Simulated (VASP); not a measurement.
Input of a VASP 6.6.1 run:

File POSCAR:

```
HPbNO4
1.0
    6.7988044677      0.0000000000     -0.1192614412
    0.0000000000      4.0641751951      0.0000000000
   -3.4878545315      0.0000000000      7.1337433708
H Pb N O
2 2 2 8
Direct
    0.2199765487      0.7500000000      0.5062431481
    0.7800234513      0.2500000000      0.4937568519
    0.2962227056      0.2500000000      0.2784111697
    0.7037772944      0.7500000000      0.7215888303
    0.2229658517      0.7500000000      0.8373893167
    0.7770341483      0.2500000000      0.1626106833
    0.3274588293      0.7500000000      0.4565987702
    0.4174959230      0.7500000000      0.8685610795
    0.1725135520      0.7500000000      0.9720286251
    0.0687821921      0.7500000000      0.6693919930
    0.6725411707      0.2500000000      0.5434012298
    0.5825040770      0.2500000000      0.1314389205
    0.8274864480      0.2500000000      0.0279713749
    0.9312178079      0.2500000000      0.3306080070
```

File INCAR.step1:

```
SYSTEM = HPbNO4
ALGO = Normal ; EDIFF = 1E-4
ENCUT = 520 ; GGA = PE
ISMEAR = -1 ; LASPH = .True.
LCHARG = .False. ; LREAL = .False.
LWAVE = .True. ; NBANDS = 57
NELM = 80 ; PREC = Accurate
SIGMA = 0.05
```

Contents of INCAR.step2:

```
SYSTEM = HPbNO4
ALGO = Normal ; EDIFF = 1E-7
ENCUT = 520 ; ISIF = 2
ISMEAR = -1 ; ISTART = 1
IVDW = 13 ; LASPH = .True.
LCHARG = .False. ; LMIXTAU = .True.
LREAL = .False. ; LWAVE = .False.
METAGGA = R2SCAN ; NBANDS = 57
NELM = 80 ; PREC = Accurate
SIGMA = 0.05 ; VDW_A1 = 0.51559235
VDW_A2 = 5.77342911 ; VDW_S6 = 1.0
VDW_S8 = 0.6018749
```

File KPOINTS:

```
k-points
0
Gamma
  3 5 3
  0 0 0
```

Potentials or basis: VASP PAW PBE potentials, release 64 (H, Pb_d, N, O).

Run with:

```sh
$ cat potpaw_PBE.64/H/POTCAR potpaw_PBE.64/Pb_d/POTCAR potpaw_PBE.64/N/POTCAR potpaw_PBE.64/O/POTCAR > POTCAR
$ cp INCAR.step1 INCAR
$ mpirun -np 1 vasp_std > vasp.out
$ cp INCAR.step2 INCAR
$ mpirun -np 1 vasp_std > vasp.out
```

Q: What does it give for the dispersion energy per atom?

A: -0.051 eV.

Q: Estimate the largest force.

A: 0.702 eV/Å.

Q: Estimate the pressure.

A: 1.1 GPa.

Q: Predict the band gap on the k mesh.

A: 3.42 eV (least direct gap 3.60 eV).

Stress tensor (GPa, compression positive):
```
 1.98  0.00  0.01
 0.00 -0.12  0.00
 0.01  0.00  1.43
```

Caveat: the standard files for N, O and F lose accuracy on very short bonds; the PAW data sets were made with another functional, which shifts forces and pressure a little; spin-orbit coupling is left out, which moves the levels of the heavy elements. A k mesh can miss the band edges.
